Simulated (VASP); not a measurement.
The system is W.

```xyz
1
Lattice="-1.5823 1.5823 1.5823 1.5823 -1.5823 1.5823 1.5823 1.5823 -1.5823" Properties=species:S:1:pos:R:3 pbc="T T T"
W     0.0000    0.0000    0.0000
```

Base run:

* Program: VASP 6.6.1
* Functional: revPBE
* Potentials or basis: VASP PAW PBE potentials, release 64 (W_sv)
* Cutoff: 520 eV
* k mesh: 12 × 12 × 12
* Occupations: fermi-dirac, width 0.05 eV
* Spin: no spin polarisation

Its results: band gap on the k mesh zero (band 7 reaches 16.67 eV, above the bottom of band 8 at 10.28 eV); pressure 9.2 GPa.

Problem. The run is repeated on the same cell with these changes: functional from revPBE to RPBE. What comes out?

Solution. Band gap on the k mesh zero (band 7 reaches 16.70 eV, above the bottom of band 8 at 10.31 eV); pressure 10.3 GPa.

Caveats: the PAW data sets were made with another functional, which shifts forces and pressure a little; spin-orbit coupling is left out, which moves the levels of the heavy elements.
